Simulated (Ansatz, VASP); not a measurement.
Nb in VASP and in Ansatz

INCAR

```
SYSTEM = Nb
ALGO = Normal ; EDIFF = 1E-8
ENCUT = 520 ; GGA = PS
ISIF = 2 ; ISMEAR = -1
LASPH = .True. ; LCHARG = .False.
LEFG = .True. ; LREAL = .False.
LWAVE = .False. ; NBANDS = 12
NELM = 80 ; PREC = Accurate
SIGMA = 0.08
```

File KPOINTS:

```
k-points
0
Gamma
  13 13 13
  0 0 0
```

The input POSCAR:

```
Nb
1.0
    0.0000000000      2.1150000000      2.1150000000
    2.1150000000      0.0000000000      2.1150000000
    2.1150000000      2.1150000000      0.0000000000
Nb
1
Direct
    0.0000000000      0.0000000000      0.0000000000
```

Input for Ansatz:

```yaml
crystal:
  lattice:
    - [0.0, 2.115, 2.115]
    - [2.115, 0.0, 2.115]
    - [2.115, 2.115, 0.0]
  atoms:
    - { symbol: Nb, position: [0.0, 0.0, 0.0] }
kpoints:
  mp_grid: { grid: [13, 13, 13] }
  band_path:
    path:
      - [0.0, 0.0, 0.0]
      - [0.5, 0.0, 0.5]
      - [0.625, 0.25, 0.625]
      - [0.375, 0.375, 0.75]
      - [0.0, 0.0, 0.0]
      - [0.5, 0.5, 0.5]
      - [0.5, 0.25, 0.75]
      - [0.5, 0.0, 0.5]
    npoints: 5
scf:
  occupations: { method: fermi_dirac, width: 0.08 }
hamiltonian:
  xc: pbesol
  pseudopotentials: { kind: paw }
output:
  forces: true
  stress: true
  eigenvalues: true
  efg: { contact_densities: true }
```

Alike in both runs: task electric field gradients; functional PBEsol; k mesh 13 × 13 × 13; occupations fermi-dirac, width 0.08 eV; no spin polarisation.

```csv
,VASP,Ansatz
version,VASP 6.6.1,Ansatz 0.2.0
potentials or method,"VASP PAW PBE potentials, release 64 (Nb_sv)","PAW with Ansatz's default frozen-core files, scalar-relativistic"
plane-wave cutoff (eV),520,420
valence electrons in the cell,13,13
```

|  | VASP | Ansatz | Ansatz less VASP |
| --- | --- | --- | --- |
| pressure (GPa) | -6.9 | -6.6 | +0.27 |

VASP's potentials were made for PBE, not for PBEsol. The functional is the same, so the differences come from potentials, cutoffs and numerics.
